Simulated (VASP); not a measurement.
Wanted: the native input for a VASP 6.6.1 run.

```
Task                   : single point
Functional             : PBE
Potentials or basis    : VASP PAW PBE potentials, release 64 (Cd, Hg, Te)
Cutoff                 : 520 eV
k mesh                 : 8 × 8 × 4
Occupations            : gaussian, width 0.02 eV
Spin                   : no spin polarisation
Dipole correction      : no
Further INCAR settings : ALGO = Normal; EDIFF = 1e-07; NBANDS = 36
```

The structure of CdHg2Te3 lies in POSCAR:

```
CdHg2Te3
1.0
    3.9556660058     -2.4563738431      0.0013677047
    3.9556660058      2.4563738431      0.0013677047
   -0.8354257182      0.0000000000     10.5001963771
Cd Hg Te
1 2 3
Direct
    0.3799432261      0.6200567739      0.5000000000
    0.6877575328      0.0014715053      0.8328234277
    0.9985284947      0.3122424672      0.1671765723
    0.4866747739      0.0346760580      0.3424027739
    0.4817720304      0.5182279696      0.0000000000
    0.9653239420      0.5133252261      0.6575972261
```

The input as run:

INCAR

```
SYSTEM = CdHg2Te3
  PREC = Accurate
  ENCUT = 520
  EDIFF = 1E-7
  ISMEAR = 0
  SIGMA = 0.02
  LREAL = .FALSE.
  LASPH = .TRUE.
  NELM = 60
  ALGO = Normal
  ISIF = 2
  LWAVE = .FALSE.
  LCHARG = .FALSE.
  GGA = PE
  NBANDS = 36
```

KPOINTS

```
regular mesh
0
G
  8 8 4
  0 0 0
```

Potentials or basis: VASP PAW PBE potentials, release 64 (Cd, Hg, Te).

Run with:

```sh
$ cat potpaw_PBE.64/Cd/POTCAR potpaw_PBE.64/Hg/POTCAR potpaw_PBE.64/Te/POTCAR > POTCAR
$ mpirun -np 1 vasp_std > vasp.out
```

Results of the run:

The pressure is 0.1 GPa. The largest force is 0.041 eV/Å and the band gap on the k mesh is 0.76 eV (least direct gap 0.83 eV).

Caveat: spin-orbit coupling is left out, which moves the levels of the heavy elements.

Wall time 9.9 min on 1 thread of AMD EPYC 7R13 Processor (Zen 3) (shared host), peak memory 0.65 GiB.
